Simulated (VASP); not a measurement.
# Li2Se (Fm-3m) in VASP: a series of runs

Runs on Li2Se. Level: LDA. Tasks: electric field gradients.

All numbers are computed with VASP 6.6.1; they aren't measurements. Logs are shortened: lines on timing, memory, paths and dates and some standing lists are left out, and cuts for length are marked.

**1. The cell of the first run**

It takes space group Fm-3m (No. 225, cubic). Conventional cell: a = 6.005 Å, b = 6.005 Å, c = 6.005 Å, α = 90.00°, β = 90.00°, γ = 90.00°. Li (site symmetry -43m) has 4 Se at 2.60 Å and 6 Li at 3.00 Å within 3.4 Å. Se (site symmetry m-3m) has 8 Li at 2.60 Å within 3.4 Å.

**2. Electric field gradients, LDA**

The input, INCAR:

```
ALGO = Normal
EDIFF = 1E-8
ENCUT = 650
GGA_COMPAT = False
ISIF = 2
ISMEAR = -1
LASPH = True
LCHARG = False
LEFG = True
LREAL = False
LWAVE = False
NBANDS = 13
NELM = 120
PREC = Accurate
SIGMA = 0.03
```

The input, KPOINTS:

```
k-points
0
Gamma
  9 9 9
```

The input, POSCAR:

```
Li2Se
1.0
    0.0000000000      3.0025000000      3.0025000000
    3.0025000000      0.0000000000      3.0025000000
    3.0025000000      3.0025000000      0.0000000000
Li Se
2 1
Direct
    0.2500000000      0.2500000000      0.2500000000
    0.7500000000      0.7500000000      0.7500000000
    0.0000000000      0.0000000000      0.0000000000
```

Potentials or basis: VASP PAW LDA potentials, release 64 (Li_sv, Se).

Command:

```console
> cat potpaw_LDA.64/Li_sv/POTCAR potpaw_LDA.64/Se/POTCAR > POTCAR
> mpirun -np 1 vasp_std > vasp.out
```

OUTCAR:

```text
EDIFF = 1E-8
   ENCUT = 650
   ISIF = 2
   ISMEAR = -1
   LASPH = True
   LREAL = False
   NELM = 120
   PREC = Accurate

 ion  position               nearest neighbor table
   1  0.250  0.250  0.250-   3 2.60   3 2.60   3 2.60   3 2.60
   2  0.750  0.750  0.750-   3 2.60   3 2.60   3 2.60   3 2.60
   3  0.000  0.000  0.000-   1 2.60   2 2.60   2 2.60   2 2.60   2 2.60   1 2.60   1 2.60   1 2.60

  LATTYP: Found a face centered cubic cell.
 ALAT       =     6.0050000000

  Lattice vectors:

 A1 = (   0.0000000000,   3.0025000000,   3.0025000000)
 A2 = (   3.0025000000,   0.0000000000,   3.0025000000)
 A3 = (   3.0025000000,   3.0025000000,   0.0000000000)

Analysis of symmetry for initial positions (statically):
=====================================================================
 Subroutine PRICEL returns:
 Original cell was already a primitive cell.

 Routine SETGRP: Setting up the symmetry group for a
 face centered cubic supercell.

 Subroutine GETGRP returns: Found 48 space group operations
 (whereof 48 operations were pure point group operations)
 out of a pool of 48 trial point group operations.

The static configuration has the point symmetry O_h .

Analysis of symmetry for dynamics (positions and initial velocities):
=====================================================================
 Subroutine PRICEL returns:
 Original cell was already a primitive cell.

 Routine SETGRP: Setting up the symmetry group for a
 face centered cubic supercell.

 Subroutine GETGRP returns: Found 48 space group operations
 (whereof 48 operations were pure point group operations)
 out of a pool of 48 trial point group operations.

The dynamic configuration has the point symmetry O_h .

 Subroutine INISYM returns: Found 48 space group operations
 (whereof 48 operations are pure point group operations),
 and found     1 'primitive' translations

----------------------------------------------------------------------------------------

                                     Primitive cell

  volume of cell :      54.1351

  direct lattice vectors                    reciprocal lattice vectors
     0.000000000  3.002500000  3.002500000    -0.166527893  0.166527893  0.166527893
     3.002500000  0.000000000  3.002500000     0.166527893 -0.166527893  0.166527893
     3.002500000  3.002500000  0.000000000     0.166527893  0.166527893 -0.166527893

  length of vectors
     4.246176221  4.246176221  4.246176221     0.288434772  0.288434772  0.288434772

  position of ions in fractional coordinates (direct lattice)
     0.250000000  0.250000000  0.250000000
     0.750000000  0.750000000  0.750000000
     0.000000000  0.000000000  0.000000000

  ion indices of the primitive-cell ions
   primitive index   ion index
                 1           1
                 2           2
                 3           3

----------------------------------------------------------------------------------------

 KPOINTS: k-points

Automatic generation of k-mesh.
 Grid dimensions read from file:
 generate k-points for:    9    9    9

 Generating k-lattice:

  Cartesian coordinates                     Fractional coordinates (reciprocal lattice)
    -0.018503099  0.018503099  0.018503099     0.111111111  0.000000000  0.000000000
     0.018503099 -0.018503099  0.018503099     0.000000000  0.111111111  0.000000000
     0.018503099  0.018503099 -0.018503099     0.000000000  0.000000000  0.111111111

  Length of vectors
     0.032048308  0.032048308  0.032048308

  Shift w.r.t. Gamma in fractional coordinates (k-lattice)
     0.000000000  0.000000000  0.000000000

 Subroutine IBZKPT returns following result:
 ===========================================

 Found     35 irreducible k-points:

 Following reciprocal coordinates:
            Coordinates               Weight
  0.000000  0.000000  0.000000      1.000000
  0.111111  0.000000  0.000000      8.000000
  0.222222  0.000000  0.000000      8.000000
  0.333333  0.000000  0.000000      8.000000
  0.444444  0.000000  0.000000      8.000000
  0.111111  0.111111  0.000000      6.000000
[... 16 lines left out ...]
 -0.333333  0.333333  0.000000     12.000000
  0.444444  0.444444  0.000000      6.000000
 [... further k-points ...]
   k-points           NKPTS =     35   k-points in BZ     NKDIM =     35   number of bands    NBANDS=     13
   number of dos      NEDOS =    301   number of ions     NIONS =      3
   total plane-waves  NPLWV =  46656
   dimension x,y,z NGX =    36 NGY =   36 NGZ =   36
   dimension x,y,z NGXF=    72 NGYF=   72 NGZF=   72
   ions per type =               2   1
   NGX,Y,Z   is equivalent  to a cutoff of  14.09, 14.09, 14.09 a.u.
   NGXF,Y,Z  is equivalent  to a cutoff of  28.19, 28.19, 28.19 a.u.
 SYSTEM =  unknown system
   PREC   = accura    normal or accurate (medium, high low for compatibility)
   ISTART =      0    job   : 0-new  1-cont  2-samecut
   ICHARG =      2    charge: 1-file 2-atom 10-const
   ISPIN  =      1    spin polarized calculation?
   LNONCOLLINEAR =      F non collinear calculations
   LSORBIT =      F    spin-orbit coupling
   LASPH  =      T    aspherical Exc in radial PAW
   ENCUT  =  650.0 eV  47.77 Ry    6.91 a.u.   8.83  8.83  8.83*2*pi/ulx,y,z
   NELM   =    120;   NELMIN=  2; NELMDL= -5     # of ELM steps
   EDIFF  = 0.1E-07   stopping-criterion for ELM
   LREAL  =      F    real-space projection
   EDIFFG = 0.1E-06   stopping-criterion for IOM
   NSW    =      0    number of steps for IOM
   IBRION =     -1    ionic relax: 0-MD 1-quasi-New 2-CG
   NFREE  =      0    steps in history (QN), initial steepest desc. (CG)
   ISIF   =      2    stress and relaxation
   ISYM   =      2    0-nonsym 1-usesym 2-fastsym
   POTIM  = 0.5000    time-step for ionic-motion
   TEBEG  =    0.0;   TEEND  =   0.0 temperature during run
   PSTRESS=    0.0 pullay stress
   NELECT =      12.0000    total number of electrons
   NUPDOWN=      -1.0000    fix difference up-down
   EMIN   =  10.00;   EMAX   =-10.00  energy-range for DOS
   EFERMI =   0.00;   METHOD = LEGACY
   ISMEAR =    -1;   SIGMA  =   0.03  broadening in eV -4-tet -1-fermi 0-gaus
   EFERMI_NEDOS =   21; number of points for ismear=-14 and -15
   IALGO  =     38    algorithm
   IMIX   =      4    mixing-type and parameters
     AMIX     =   0.40;   BMIX     =  1.00
     AMIX_MAG =   1.60;   BMIX_MAG =  1.00
  volume/ion in A,a.u.               =      18.05       121.77
  Fermi-wavevector in a.u.,A,eV,Ry     =   0.990776  1.872296 13.355989  0.981637
  Thomas-Fermi vector in A             =   2.122471
   LORBIT       =      0    0 simple, 1 ext, 2 COOP (PROOUT), +10 PAW based schemes
   GGA     = CA    functional components
   LHFCALC =     F    Hartree Fock is set to
   AEXX    =    0.0000 exact exchange contribution
   IVDW    =     0    specifies the selected vdW correction
   LEPSILON=     F    determine dielectric tensor
   LRPA    =     F    only Hartree local field effects (RPA)
 non-spin polarized calculation
  energy-cutoff  :      650.00
  volume of cell :       54.14
 maximum number of plane-waves:      2085
   NGX = 17   NGY = 17   NGZ = 17

 number of electron      11.9999991 magnetization

 Free energy of the ion-electron system (eV)
  ---------------------------------------------------
  ext. energy  EPLUGINS =         0.00000000
  ---------------------------------------------------
  free energy    TOTEN  =       -12.14598399 eV

  energy without entropy =      -12.14598399  energy(sigma->0) =      -12.14598399

 E-fermi :   1.7328     XC(G=0):  -8.5376

 val. band max:        0.9739476727   @ k =   0.0000   0.0000   0.0000
 cond. band min:       3.8626583340   @ k =   0.4444   0.4444   0.0000
 fundamental gap:      2.8887106613
 Fermi energy:         1.7328309700

 k-point     1 :       0.0000    0.0000    0.0000
  band No.  band energies     occupation
      1     -42.7509      2.00000
      2     -42.7241      2.00000
      3     -10.4446      2.00000
      4       0.9739      2.00000
      5       0.9739      2.00000
      6       0.9739      2.00000
      7       4.1836      0.00000
      8       6.4437      0.00000
      9       6.4437      0.00000
     10       6.4437      0.00000
     11      11.5343      0.00000
     12      11.5343      0.00000
     13      11.6752      0.00000
[... 354 lines left out ...]
  band No.  band energies     occupation
      1     -42.7415      2.00000
      2     -42.7320      2.00000
      3      -9.9947      2.00000
      4      -1.2682      2.00000
      5      -0.4588      2.00000
      6      -0.4588      2.00000
      7       3.8627      0.00000
      8       7.0616      0.00000
      9      10.6680      0.00000
     10      10.6680      0.00000
     11      11.7723      0.00000
     12      13.0534      0.00000
     13      13.0534      0.00000

 [... further k-points ...]
[... 5 lines left out ...]
  --------------------------------------------------------------------------------------
  -------------------------------------------------------------------------------------
  Total       -0.9004551     -0.9004551     -0.9004551      0.0000000      0.0000000      0.0000000
  in kB      -26.6497783    -26.6497783    -26.6497783      0.0000000      0.0000000      0.0000000
  external PRESSURE =     -26.6497783 kB  Pullay stress =       0.0000000 kB

 VOLUME and BASIS-vectors are now :
 -----------------------------------------------------------------------------
  energy-cutoff  :      650.00
  volume of cell :       54.14
      direct lattice vectors                 reciprocal lattice vectors
     0.000000000  3.002500000  3.002500000    -0.166527893  0.166527893  0.166527893
     3.002500000  0.000000000  3.002500000     0.166527893 -0.166527893  0.166527893
     3.002500000  3.002500000  0.000000000     0.166527893  0.166527893 -0.166527893

 POSITION                                       TOTAL-FORCE (eV/Angst)
 -----------------------------------------------------------------------------------
      1.50125      1.50125      1.50125         0.000000      0.000000     -0.000000
      4.50375      4.50375      4.50375        -0.000000     -0.000000      0.000000
      0.00000      0.00000      0.00000         0.000000     -0.000000     -0.000000
 -----------------------------------------------------------------------------------
    total drift:                                0.000000      0.000000      0.000000

  FREE ENERGIE OF THE ION-ELECTRON SYSTEM (eV)
  ---------------------------------------------------
  free  energy   TOTEN  =       -12.1459839879 eV

  energy  without entropy=      -12.1459839879  energy(sigma->0) =      -12.14598399

 Electric field gradients (V/A^2)
---------------------------------------------------------------------
 ion       V_xx      V_yy      V_zz      V_xy      V_xz      V_yz
---------------------------------------------------------------------
   1       0.000    -0.000    -0.000    -0.001    -0.001    -0.001
   2       0.000    -0.000    -0.000    -0.001    -0.001    -0.001
   3      -0.000    -0.000    -0.000     0.000     0.000     0.000
---------------------------------------------------------------------

 Electric field gradients after diagonalization (V/A^2)
 (convention: |V_zz| > |V_xx| > |V_yy|)
----------------------------------------------------------------------
 ion       V_xx      V_yy      V_zz     asymmetry (V_yy - V_xx)/ V_zz
----------------------------------------------------------------------
   1       0.001     0.001    -0.001       0.000
   2       0.001     0.001    -0.001       0.000
   3      -0.000    -0.000     0.000       0.000
----------------------------------------------------------------------

           NMR quadrupolar parameters

 Cq : quadrupolar parameter    Cq=e*Q*V_zz/h
 eta: asymmetry parameters     (V_yy - V_xx)/ V_zz
 Q  : nuclear electric quadrupole moment in mb (millibarn)
----------------------------------------------------------------------
 ion       Cq(MHz)       eta       Q (mb)
----------------------------------------------------------------------
   1      -0.000       0.000       1.000
   2      -0.000       0.000       1.000
   3       0.000       0.000       1.000
----------------------------------------------------------------------
```

Wall time 16 s (1 thread of Intel Xeon 6975P-C (Granite Rapids), shared host); peak memory 0.18 GiB.

Results:

* Free energy: -12.1460 eV
* Pressure: -2.7 GPa
* Band gap on the k mesh: 2.89 eV, indirect (least direct gap 3.21 eV)

Caveat: without QUAD_EFG the Cq values of the log hold for a quadrupole moment of 1 mb, not for the nuclei.

**3. Electric field gradients, LDA**

The input, INCAR:

```
SYSTEM = Li2Se
ALGO = Normal
EDIFF = 1E-8
ENCUT = 650
GGA = CA
GGA_COMPAT = .FALSE.
ISIF = 2
ISMEAR = -1
LASPH = .TRUE.
LCHARG = .FALSE.
LEFG = .TRUE.
LREAL = .FALSE.
LWAVE = .FALSE.
NBANDS = 13
NELM = 120
PREC = Accurate
SIGMA = 0.03
```

The input, KPOINTS:

```
k-points
0
G
  9 9 9
  0 0 0
```

POSCAR is that of step 2.

Potentials or basis: VASP PAW LDA potentials, release 64 (Li_sv, Se).

Command:

```console
> cat potpaw_LDA.64/Li_sv/POTCAR potpaw_LDA.64/Se/POTCAR > POTCAR
> mpirun -np 1 vasp_std > vasp.out
```

OUTCAR:

```text
SYSTEM = Li2Se
   EDIFF = 1E-8
   ENCUT = 650
   GGA = CA
   ISIF = 2
   ISMEAR = -1
   LASPH = .TRUE.
   LREAL = .FALSE.
   NELM = 120
   PREC = Accurate

 ion  position               nearest neighbor table
   1  0.250  0.250  0.250-   3 2.60   3 2.60   3 2.60   3 2.60
   2  0.750  0.750  0.750-   3 2.60   3 2.60   3 2.60   3 2.60
   3  0.000  0.000  0.000-   1 2.60   2 2.60   2 2.60   2 2.60   2 2.60   1 2.60   1 2.60   1 2.60

  LATTYP: Found a face centered cubic cell.
 ALAT       =     6.0050000000

  Lattice vectors:

 A1 = (   0.0000000000,   3.0025000000,   3.0025000000)
 A2 = (   3.0025000000,   0.0000000000,   3.0025000000)
 A3 = (   3.0025000000,   3.0025000000,   0.0000000000)

Analysis of symmetry for initial positions (statically):
=====================================================================
 Subroutine PRICEL returns:
 Original cell was already a primitive cell.

 Routine SETGRP: Setting up the symmetry group for a
 face centered cubic supercell.

 Subroutine GETGRP returns: Found 48 space group operations
 (whereof 48 operations were pure point group operations)
 out of a pool of 48 trial point group operations.

The static configuration has the point symmetry O_h .

Analysis of symmetry for dynamics (positions and initial velocities):
=====================================================================
 Subroutine PRICEL returns:
 Original cell was already a primitive cell.

 Routine SETGRP: Setting up the symmetry group for a
 face centered cubic supercell.

 Subroutine GETGRP returns: Found 48 space group operations
 (whereof 48 operations were pure point group operations)
[... 530 lines left out ...]
      3      -9.9947      2.00000
      4      -1.2682      2.00000
      5      -0.4588      2.00000
      6      -0.4588      2.00000
      7       3.8627      0.00000
      8       7.0616      0.00000
      9      10.6680      0.00000
     10      10.6680      0.00000
     11      11.7723      0.00000
     12      13.0534      0.00000
     13      13.0534      0.00000

 [... further k-points ...]
[... 5 lines left out ...]
  --------------------------------------------------------------------------------------
  -------------------------------------------------------------------------------------
  Total       -0.9004551     -0.9004551     -0.9004551      0.0000000      0.0000000      0.0000000
  in kB      -26.6497783    -26.6497783    -26.6497783      0.0000000      0.0000000      0.0000000
  external PRESSURE =     -26.6497783 kB  Pullay stress =       0.0000000 kB

 VOLUME and BASIS-vectors are now :
 -----------------------------------------------------------------------------
  energy-cutoff  :      650.00
  volume of cell :       54.14
      direct lattice vectors                 reciprocal lattice vectors
     0.000000000  3.002500000  3.002500000    -0.166527893  0.166527893  0.166527893
     3.002500000  0.000000000  3.002500000     0.166527893 -0.166527893  0.166527893
     3.002500000  3.002500000  0.000000000     0.166527893  0.166527893 -0.166527893

 POSITION                                       TOTAL-FORCE (eV/Angst)
 -----------------------------------------------------------------------------------
      1.50125      1.50125      1.50125         0.000000      0.000000     -0.000000
      4.50375      4.50375      4.50375        -0.000000     -0.000000      0.000000
      0.00000      0.00000      0.00000         0.000000     -0.000000     -0.000000
 -----------------------------------------------------------------------------------
    total drift:                                0.000000      0.000000      0.000000

  FREE ENERGIE OF THE ION-ELECTRON SYSTEM (eV)
  ---------------------------------------------------
  free  energy   TOTEN  =       -12.1459839879 eV

  energy  without entropy=      -12.1459839879  energy(sigma->0) =      -12.14598399

 Electric field gradients (V/A^2)
---------------------------------------------------------------------
 ion       V_xx      V_yy      V_zz      V_xy      V_xz      V_yz
---------------------------------------------------------------------
   1       0.000    -0.000    -0.000    -0.001    -0.001    -0.001
   2       0.000    -0.000    -0.000    -0.001    -0.001    -0.001
   3      -0.000    -0.000    -0.000     0.000     0.000     0.000
---------------------------------------------------------------------

 Electric field gradients after diagonalization (V/A^2)
 (convention: |V_zz| > |V_xx| > |V_yy|)
----------------------------------------------------------------------
 ion       V_xx      V_yy      V_zz     asymmetry (V_yy - V_xx)/ V_zz
----------------------------------------------------------------------
   1       0.001     0.001    -0.001       0.000
   2       0.001     0.001    -0.001       0.000
   3      -0.000    -0.000     0.000       0.000
----------------------------------------------------------------------

           NMR quadrupolar parameters

 Cq : quadrupolar parameter    Cq=e*Q*V_zz/h
 eta: asymmetry parameters     (V_yy - V_xx)/ V_zz
 Q  : nuclear electric quadrupole moment in mb (millibarn)
----------------------------------------------------------------------
 ion       Cq(MHz)       eta       Q (mb)
----------------------------------------------------------------------
   1      -0.000       0.000       1.000
   2      -0.000       0.000       1.000
   3       0.000       0.000       1.000
----------------------------------------------------------------------
```

OSZICAR:

```text
N       E                     dE             d eps       ncg     rms          rms(c)
DAV:   1     0.495245377575E+02    0.49525E+02   -0.59157E+03   910   0.103E+03
DAV:   2    -0.442991976693E+01   -0.53954E+02   -0.50916E+02  1121   0.208E+02
DAV:   3    -0.122334497386E+02   -0.78035E+01   -0.77523E+01  1733   0.481E+01
DAV:   4    -0.123779208560E+02   -0.14447E+00   -0.14443E+00  1133   0.985E+00
DAV:   5    -0.123812626803E+02   -0.33418E-02   -0.33417E-02  1431   0.117E+00    0.279E+00
DAV:   6    -0.121784298427E+02    0.20283E+00   -0.25378E-01  1122   0.192E+00    0.166E+00
DAV:   7    -0.121465984471E+02    0.31831E-01   -0.97216E-02  1282   0.129E+00    0.721E-01
DAV:   8    -0.121461350348E+02    0.46341E-03   -0.12665E-02  1255   0.637E-01    0.269E-01
DAV:   9    -0.121459847594E+02    0.15028E-03   -0.32280E-04  1299   0.105E-01    0.202E-01
DAV:  10    -0.121459876098E+02   -0.28504E-05   -0.29564E-04  1125   0.872E-02    0.925E-02
DAV:  11    -0.121459848585E+02    0.27513E-05   -0.17243E-05  1300   0.327E-02    0.414E-02
DAV:  12    -0.121459841687E+02    0.68986E-06   -0.50876E-06  1171   0.128E-02    0.122E-02
DAV:  13    -0.121459840072E+02    0.16147E-06   -0.73557E-07  1248   0.614E-03    0.265E-03
DAV:  14    -0.121459839912E+02    0.16045E-07   -0.27885E-08  1230   0.121E-03    0.120E-03
DAV:  15    -0.121459839879E+02    0.32950E-08   -0.87617E-09   788   0.595E-04
   1 F= -.12145984E+02 E0= -.12145984E+02  d E =-.116260E-12
```

Run time: 15 s. Hardware: 1 thread of Intel Xeon 6975P-C (Granite Rapids), shared host; peak memory 0.18 GiB.

What came out:

```
Free energy            : -12.1460 eV
Pressure               : -2.7 GPa
Band gap on the k mesh : 2.89 eV, indirect (least direct gap 3.21 eV)
```

Caveat: without QUAD_EFG the Cq values of the log hold for a quadrupole moment of 1 mb, not for the nuclei.

(Continued in part 2 of 3.)
